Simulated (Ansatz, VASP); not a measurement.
V3Br in VASP and in Ansatz

Contents of INCAR:

```
SYSTEM = V3Br
PREC = Accurate ; ENCUT = 600
EDIFF = 1E-6 ; ISMEAR = 0
SIGMA = 0.1 ; LREAL = .FALSE.
LASPH = .TRUE. ; NELM = 100
ALGO = Normal ; ISIF = 3
LWAVE = .FALSE. ; LCHARG = .FALSE.
GGA = PE ; IBRION = 2
NSW = 90 ; EDIFFG = -0.04
```

The input KPOINTS:

```
Automatic mesh
0
G
  6 6 6
  0 0 0
```

Contents of POSCAR:

```
V3Br
1.0
   -1.9731619123      1.9731619123      4.4075824535
    1.9731619123     -1.9731619123      4.4075824535
    1.9731619123      1.9731619123     -4.4075824535
V Br
3 1
Direct
    0.5000000000      0.5000000000      0.0000000000
    0.2500000000      0.7500000000      0.5000000000
    0.7500000000      0.2500000000      0.5000000000
    0.0000000000      0.0000000000      0.0000000000
```

Input for Ansatz:

```yaml
crystal:
  lattice:
    - [-1.9731619123, 1.9731619123, 4.4075824535]
    - [1.9731619123, -1.9731619123, 4.4075824535]
    - [1.9731619123, 1.9731619123, -4.4075824535]
  atoms:
    - { symbol: V, position: [0.5, 0.5, 0.0] }
    - { symbol: V, position: [0.25, 0.75, 0.5] }
    - { symbol: V, position: [0.75, 0.25, 0.5] }
    - { symbol: Br, position: [0.0, 0.0, 0.0] }
basis:
  ecutwfc: 420
kpoints:
  mp_grid: { grid: [6, 6, 6] }
hamiltonian:
  xc: pbe
scf:
  occupations: { method: gaussian, width: 0.1 }
  lower_state_search: "off"
output:
  forces: true
  stress: true
  eigenvalues: true
relax:
  adjacent_minimum: "off"
  f_tol: 0.04
  max_steps: 70
  cell: { stress_tol: 0.4 }
```

Alike in both runs: task relaxation of cell and atoms; functional PBE; k mesh 6 × 6 × 6; occupations gaussian, width 0.1 eV; no spin polarisation.

|  | VASP | Ansatz |
| --- | --- | --- |
| version | VASP 6.6.1 | Ansatz 0.2.0 |
| potentials or method | VASP PAW PBE potentials, release 64 (V_sv, Br), cutoff 600 eV | scalar-relativistic, plane waves, PAW |
| valence electrons in the cell | 46 | 46 |

Ansatz gave:

```
gap on the k mesh at the Fermi level, each at its own relaxed structure (eV) : none
relaxed volume (Å³/atom)                                                     : 14.37
relaxed cell length with the largest relative difference (Å)                 : 5.206
```

What did VASP give for the same quantities?

gap on the k mesh at the Fermi level, each at its own relaxed structure (eV): none; relaxed volume (Å³/atom): 14.39; relaxed cell length with the largest relative difference (Å): 5.204.

A gap of «none» marks a metal or a gap that the smearing closes.

The k mesh is coarse, so the values compare programs but aren't converged. Noted on VASP's run: the volume moved by over 15 % at a fixed basis, so the end points are rough.
